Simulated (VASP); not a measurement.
Write the native input for VASP 6.6.1 that does the following.

```yaml
Task: single point
Functional: PBEsol
Potentials_or_basis: VASP PAW PBE potentials, release 64 (Pb_d)
Cutoff: 520 eV
k_mesh: 12 × 12 × 6
Occupations: fermi-dirac, width 0.1 eV
Spin: no spin polarisation
Dipole_correction: no
Further_INCAR_settings: ALGO = Normal; EDIFF = 1e-07; NBANDS = 21
```

The structure of Pb lies in POSCAR:

```
Pb
1.0
    3.6100554355      0.0000000000      0.0000000000
   -1.8050277178      3.1263997162      0.0000000000
    0.0000000000      0.0000000000      5.9208847763
Pb
2
Direct
    0.3333333333      0.6666666667      0.2500000000
    0.6666666667      0.3333333333      0.7500000000
```

This isn't the form of Pb at room conditions, which is fcc.

One way to write it, as run:

INCAR

```
SYSTEM = Pb
PREC = Accurate
ENCUT = 520
EDIFF = 1E-7
ISMEAR = -1
SIGMA = 0.1
LREAL = .FALSE.
LASPH = .TRUE.
NELM = 100
ALGO = Normal
ISIF = 2
LWAVE = .FALSE.
LCHARG = .FALSE.
GGA = PS
NBANDS = 21
```

KPOINTS

```
Automatic mesh
0
G
  12 12 6
  0 0 0
```

Potentials or basis: VASP PAW PBE potentials, release 64 (Pb_d).

Command:

```console
$ cat potpaw_PBE.64/Pb_d/POTCAR > POTCAR
$ mpirun -np 1 vasp_std > vasp.out
```

Results of the run:

```yaml
Pressure: -4.2 GPa
Band_gap_on_the_k_mesh: zero (bands 14 and 15 overlap by 7.09 eV)
```

Caveat: the cell stands under tension; the PAW data sets were made with another functional, which shifts forces and pressure a little; spin-orbit coupling is left out, which moves the levels of the heavy elements.

Run time: 30 s on 1 thread of Intel(R) Xeon(R) 6975P-C (Granite Rapids), on a shared host, peak memory 0.23 GiB.
